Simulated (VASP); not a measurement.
# LiCl (P6_3mc) in VASP: relaxation of cell and atoms with PBE+D3(BJ)

Aim: the relaxation of cell and atoms of LiCl with PBE+D3(BJ).

Program: VASP 6.6.1. These are calculated values, not measurements. Logs are shortened: lines on timing, memory, paths and dates and some standing lists are left out, and cuts for length are marked.

## Step 1: The cell of the first run

It takes space group P6_3mc (No. 186, hexagonal). The conventional cell has a = 3.925 Å, b = 3.925 Å, c = 6.289 Å, α = 90.00°, β = 90.00°, γ = 120.00°. Li (site symmetry 3m) has 4 Cl at 2.39 Å within 3.2 Å. Within 3.2 Å of Cl (site symmetry 3m) lie 4 Li at 2.39 Å.

## Step 2: Relaxation of cell and atoms, PBE+D3(BJ)

INCAR reads:

```
PREC     = Accurate       # precision mode
ENCUT    = 600            # plane-wave cutoff, eV
EDIFF    = 1E-7           # SCF threshold, eV
ISMEAR   = 0              # smearing method
SIGMA    = 0.02           # smearing width, eV
LREAL    = False          # projectors in reciprocal space
LASPH    = True           # aspherical terms in the spheres
NELM     = 100            # most SCF steps
ALGO     = Normal         # electronic algorithm
ISIF     = 3              # what is computed and relaxed
LWAVE    = False          # write WAVECAR
LCHARG   = False          # write CHGCAR
GGA      = PE             # functional
IVDW     = 12             # dispersion correction
IBRION   = 2              # ionic algorithm
NSW      = 70             # ionic steps
EDIFFG   = -0.005         # ionic threshold
```

KPOINTS reads:

```
regular mesh
0
Gamma
  9 9 4
```

POSCAR reads:

```
LiCl
1.0
    3.9253803159      0.0000000000      0.0000000000
   -1.9626901580      3.3994790731      0.0000000000
    0.0000000000      0.0000000000      6.2893925612
Li Cl
2 2
Direct
    0.6666666667      0.3333333333      0.8777888619
    0.3333333333      0.6666666667      0.3777888619
    0.6666666667      0.3333333333      0.4972121381
    0.3333333333      0.6666666667      0.9972121381
```

Potentials or basis: VASP PAW PBE potentials, release 64 (Li_sv, Cl).

Started as:

```bash
cat potpaw_PBE.64/Li_sv/POTCAR potpaw_PBE.64/Cl/POTCAR > POTCAR
mpirun -np 1 vasp_std > vasp.out
```

OUTCAR:

```text
PREC = Accurate
   ENCUT = 600
   EDIFF = 1E-7
   ISMEAR = 0
   LREAL = False
   LASPH = True
   NELM = 100
   ISIF = 3
   GGA = PE
   IVDW = 12
   IBRION = 2
   NSW = 70
   EDIFFG = -0.005
 IVDW          = 12

 ion  position               nearest neighbor table
   1  0.667  0.333  0.878-   4 2.39   4 2.39   4 2.39   3 2.39
   2  0.333  0.667  0.378-   3 2.39   3 2.39   3 2.39   4 2.39
   3  0.667  0.333  0.497-   2 2.39   2 2.39   2 2.39   1 2.39
   4  0.333  0.667  0.997-   1 2.39   1 2.39   1 2.39   2 2.39

  LATTYP: Found a hexagonal cell.
 ALAT       =     3.9253803159
 C/A-ratio  =     1.6022377592

  Lattice vectors:

 A1 = (   3.9253803159,   0.0000000000,   0.0000000000)
 A2 = (  -1.9626901580,   3.3994790731,   0.0000000000)
 A3 = (   0.0000000000,   0.0000000000,   6.2893925612)

Analysis of symmetry for initial positions (statically):
=====================================================================
 Subroutine PRICEL returns:
 Original cell was already a primitive cell.

 Routine SETGRP: Setting up the symmetry group for a
 hexagonal supercell.

 Subroutine GETGRP returns: Found 12 space group operations
 (whereof  6 operations were pure point group operations)
 out of a pool of 24 trial point group operations.

The static configuration has the point symmetry C_3v.
 The point group associated with its full space group is C_6v.

Analysis of symmetry for dynamics (positions and initial velocities):
=====================================================================
 Subroutine PRICEL returns:
 Original cell was already a primitive cell.

 Routine SETGRP: Setting up the symmetry group for a
 hexagonal supercell.

 Subroutine GETGRP returns: Found 12 space group operations
 (whereof  6 operations were pure point group operations)
 out of a pool of 24 trial point group operations.

The dynamic configuration has the point symmetry C_3v.
 The point group associated with its full space group is C_6v.

 Subroutine INISYM returns: Found 12 space group operations
 (whereof  6 operations are pure point group operations),
 and found     1 'primitive' translations

----------------------------------------------------------------------------------------

                                     Primitive cell

  volume of cell :      83.9272

  direct lattice vectors                    reciprocal lattice vectors
     3.925380316  0.000000000  0.000000000     0.254752386  0.147081358  0.000000000
    -1.962690158  3.399479073  0.000000000     0.000000000  0.294162717  0.000000000
     0.000000000  0.000000000  6.289392561     0.000000000  0.000000000  0.158997867

  length of vectors
     3.925380316  3.925380316  6.289392561     0.294162717  0.294162717  0.158997867

  position of ions in fractional coordinates (direct lattice)
     0.666666667  0.333333333  0.877788862
     0.333333333  0.666666667  0.377788862
     0.666666667  0.333333333  0.497212138
     0.333333333  0.666666667  0.997212138

  ion indices of the primitive-cell ions
   primitive index   ion index
                 1           1
                 2           2
                 3           3
                 4           4

----------------------------------------------------------------------------------------

 KPOINTS: regular mesh

Automatic generation of k-mesh.
 Grid dimensions read from file:
 generate k-points for:    9    9    4

 Generating k-lattice:

  Cartesian coordinates                     Fractional coordinates (reciprocal lattice)
     0.028305821  0.016342373  0.000000000     0.111111111  0.000000000  0.000000000
     0.000000000  0.032684746  0.000000000     0.000000000  0.111111111  0.000000000
     0.000000000  0.000000000  0.039749467     0.000000000  0.000000000  0.250000000

  Length of vectors
     0.032684746  0.032684746  0.039749467

  Shift w.r.t. Gamma in fractional coordinates (k-lattice)
     0.000000000  0.000000000  0.000000000

 Subroutine IBZKPT returns following result:
 ===========================================

 Found     36 irreducible k-points:

 Following reciprocal coordinates:
            Coordinates               Weight
  0.000000  0.000000  0.000000      1.000000
  0.111111 -0.000000  0.000000      6.000000
  0.222222  0.000000  0.000000      6.000000
  0.333333  0.000000  0.000000      6.000000
  0.444444  0.000000  0.000000      6.000000
  0.111111  0.111111  0.000000      6.000000
[... 16 lines left out ...]
  0.333333  0.222222  0.250000     24.000000
  0.333333  0.333333  0.250000      4.000000
 [... further k-points ...]
   k-points           NKPTS =     36   k-points in BZ     NKDIM =     36   number of bands    NBANDS=     14
   number of dos      NEDOS =    301   number of ions     NIONS =      4
   total plane-waves  NPLWV =  51200
   dimension x,y,z NGX =    32 NGY =   32 NGZ =   50
   dimension x,y,z NGXF=    64 NGYF=   64 NGZF=  100
   ions per type =               2   2
   NGX,Y,Z   is equivalent  to a cutoff of  13.55, 13.55, 13.22 a.u.
   NGXF,Y,Z  is equivalent  to a cutoff of  27.10, 27.10, 26.43 a.u.
 SYSTEM =  unknown system
   PREC   = accura    normal or accurate (medium, high low for compatibility)
   ISTART =      0    job   : 0-new  1-cont  2-samecut
   ICHARG =      2    charge: 1-file 2-atom 10-const
   ISPIN  =      1    spin polarized calculation?
   LNONCOLLINEAR =      F non collinear calculations
   LSORBIT =      F    spin-orbit coupling
   LASPH  =      T    aspherical Exc in radial PAW
   ENCUT  =  600.0 eV  44.10 Ry    6.64 a.u.   7.84  7.84 12.56*2*pi/ulx,y,z
   NELM   =    100;   NELMIN=  2; NELMDL= -5     # of ELM steps
   EDIFF  = 0.1E-06   stopping-criterion for ELM
   LREAL  =      F    real-space projection
   EDIFFG = -.5E-02   stopping-criterion for IOM
   NSW    =     70    number of steps for IOM
   IBRION =      2    ionic relax: 0-MD 1-quasi-New 2-CG
   NFREE  =      1    steps in history (QN), initial steepest desc. (CG)
   ISIF   =      3    stress and relaxation
   ISYM   =      2    0-nonsym 1-usesym 2-fastsym
   POTIM  = 0.5000    time-step for ionic-motion
   TEBEG  =    0.0;   TEEND  =   0.0 temperature during run
   PSTRESS=    0.0 pullay stress
   NELECT =      20.0000    total number of electrons
   NUPDOWN=      -1.0000    fix difference up-down
   EMIN   =  10.00;   EMAX   =-10.00  energy-range for DOS
   EFERMI =   0.00;   METHOD = LEGACY
   ISMEAR =     0;   SIGMA  =   0.02  broadening in eV -4-tet -1-fermi 0-gaus
   EFERMI_NEDOS =   21; number of points for ismear=-14 and -15
   IALGO  =     38    algorithm
   IMIX   =      4    mixing-type and parameters
     AMIX     =   0.40;   BMIX     =  1.00
     AMIX_MAG =   1.60;   BMIX_MAG =  1.00
  volume/ion in A,a.u.               =      20.98       141.59
  Fermi-wavevector in a.u.,A,eV,Ry     =   1.014964  1.918003 14.016063  1.030152
  Thomas-Fermi vector in A             =   2.148222
   LORBIT       =      0    0 simple, 1 ext, 2 COOP (PROOUT), +10 PAW based schemes
   GGA     = PE    functional components
   LHFCALC =     F    Hartree Fock is set to
   AEXX    =    0.0000 exact exchange contribution
   IVDW    =    12    specifies the selected vdW correction
   LEPSILON=     F    determine dielectric tensor
   LRPA    =     F    only Hartree local field effects (RPA)
 conjugate gradient relaxation of ions
 non-spin polarized calculation
 Gauss-broadening in eV      SIGMA  =   0.02
  energy-cutoff  :      600.00
  volume of cell :       83.93
 maximum number of plane-waves:      2826
 NGX is ok and might be reduce to    32
   NGX = 15   NGY = 15   NGZ = 25

--------------------------------------- Ionic step        1  -------------------------------------------

 number of electron      19.9999995 magnetization

 Free energy of the ion-electron system (eV)
  ---------------------------------------------------
  ext. energy  EPLUGINS =         0.00000000
  ---------------------------------------------------
  free energy    TOTEN  =       -14.87249697 eV

  energy without entropy =      -14.87249697  energy(sigma->0) =      -14.87249697

------------------------ aborting loop because EDIFF is reached ----------------------------------------

 Edisp (eV)   -0.70578

 E8    (eV) :    -0.2644

  FORCE on cell =-STRESS in cart. coord.  units (eV):
  Direction    XX          YY          ZZ          XY          YZ          ZX
  --------------------------------------------------------------------------------------
  -------------------------------------------------------------------------------------
  Total      -0.84034    -0.84034    -0.83743     0.00000    -0.00000     0.00000
  in kB     -16.04218   -16.04218   -15.98661     0.00000    -0.00000     0.00000
  external pressure =      -16.02 kB  Pullay stress =        0.00 kB
[... 107 lines left out ...]
  energy  without entropy=      -15.6063015229  energy(sigma->0) =      -15.60630152

--------------------------------------- Ionic step        4  -------------------------------------------

 number of electron      20.0000004 magnetization

 Free energy of the ion-electron system (eV)
  ---------------------------------------------------
  ext. energy  EPLUGINS =         0.00000000
  ---------------------------------------------------
  free energy    TOTEN  =       -14.84621349 eV

  energy without entropy =      -14.84621349  energy(sigma->0) =      -14.84621349

 E-fermi :  -0.6489     XC(G=0):  -7.8772

 val. band max:       -0.8648501850   @ k =   0.0000   0.0000   0.0000
 cond. band min:       5.3040293729   @ k =   0.0000   0.0000   0.0000
 fundamental gap:      6.1688795579
 Fermi energy:        -0.6488618660

 k-point     1 :       0.0000    0.0000    0.0000
  band No.  band energies     occupation
      1     -43.6693      2.00000
      2     -43.6672      2.00000
      3     -13.7475      2.00000
      4     -13.3938      2.00000
      5      -3.1026      2.00000
      6      -1.2971      2.00000
      7      -1.2971      2.00000
      8      -0.9415      2.00000
      9      -0.9415      2.00000
     10      -0.8649      2.00000
     11       5.3040      0.00000
     12       7.5058      0.00000
     13       9.1562      0.00000
     14       9.1562      0.00000
[... 375 lines left out ...]
 k-point    24 :       0.3333    0.3333    0.2500
  band No.  band energies     occupation
      1     -43.6669      2.00000
      2     -43.6669      2.00000
      3     -13.3479      2.00000
      4     -13.3479      2.00000
      5      -2.7140      2.00000
      6      -2.3769      2.00000
      7      -2.3769      2.00000
      8      -2.0869      2.00000
      9      -1.4961      2.00000
     10      -1.4961      2.00000
     11       7.2528      0.00000
     12       8.4560      0.00000
     13       8.4560      0.00000
     14       8.6261      0.00000

 [... further k-points ...]

------------------------ aborting loop because EDIFF is reached ----------------------------------------

 Edisp (eV)   -0.76014

 E8    (eV) :    -0.2856

  FORCE on cell =-STRESS in cart. coord.  units (eV):
  Direction    XX          YY          ZZ          XY          YZ          ZX
  --------------------------------------------------------------------------------------
  -------------------------------------------------------------------------------------
  Total       0.00376     0.00376    -0.00303    -0.00000     0.00000     0.00000
  in kB       0.07655     0.07655    -0.06174    -0.00000     0.00000     0.00000
  external pressure =        0.03 kB  Pullay stress =        0.00 kB
[... 19 lines left out ...]
  FREE ENERGIE OF THE ION-ELECTRON SYSTEM (eV)
  ---------------------------------------------------
  free  energy   TOTEN  =       -15.6063500419 eV

  energy  without entropy=      -15.6063500419  energy(sigma->0) =      -15.60635004

 reached required accuracy - stopping structural energy minimisation
```

It took 3.5 min on 1 thread of Intel Xeon 8259CL, shared host; peak memory 0.24 GiB.

Results:

| Item | Value |
| --- | --- |
| Free energy | -15.6064 eV |
| Relaxed volume | 19.65 Å³/atom |
| Relaxed cell | a = 3.841 Å, b = 3.841 Å, c = 6.154 Å, α = 90.00°, β = 90.00°, γ = 120.00° |
| Space group after relaxing (to 0.1 Å) | P6_3mc (No. 186) |
| Energy gained by relaxing | 7.0 meV/atom |
| Ionic steps | 4 |
| Pressure after relaxing | 0.0 GPa |
| Band gap on the k mesh | 6.17 eV |
| Dispersion energy per atom | -0.190 eV |

Forces in eV/Å, atoms in the order of the input:
```
Li   0.000  0.000  0.002
Li   0.000  0.000  0.002
Cl   0.000  0.000 -0.002
Cl   0.000  0.000 -0.002
```

The path:
```tsv
step	energy change (eV)	largest force (eV/Å)	pressure (GPa)	volume (Å³)
1	0.0000	0.0003	-1.60	83.93
2	-0.0199	0.0011	-0.91	81.40
3	-0.0280	0.0020	-0.07	78.83
4	-0.0281	0.0021	0.00	78.61
```

Final structure:
```
CELL_PARAMETERS angstrom
3.84056 0.00000 0.00000
-1.92028 3.32602 0.00000
0.00000 0.00000 6.15396
ATOMIC_POSITIONS crystal
Li 0.66667 0.33333 0.87779
Li 0.33333 0.66667 0.37779
Cl 0.66667 0.33333 0.49721
Cl 0.33333 0.66667 0.99721
```

Levels at points of the mesh, in eV from the valence-band top:
```tsv
k point	band 7	band 8	band 9	band 10	band 11	band 12	band 13	band 14
(0.00, 0.00, 0.00)	-0.43	-0.08	-0.08	0.00	6.17	8.37	10.02	10.02
(0.00, 0.00, 0.50)	-0.26	-0.26	-0.26	-0.26	7.49	7.49	10.24	10.24
```

Caveat: the cutoff is under 1.25 times the usual one of these potentials, so pressure, stress and relaxed cells hold a basis-set (Pulay) error; an odd mesh through Γ misses points on the zone boundary, where band edges can lie.
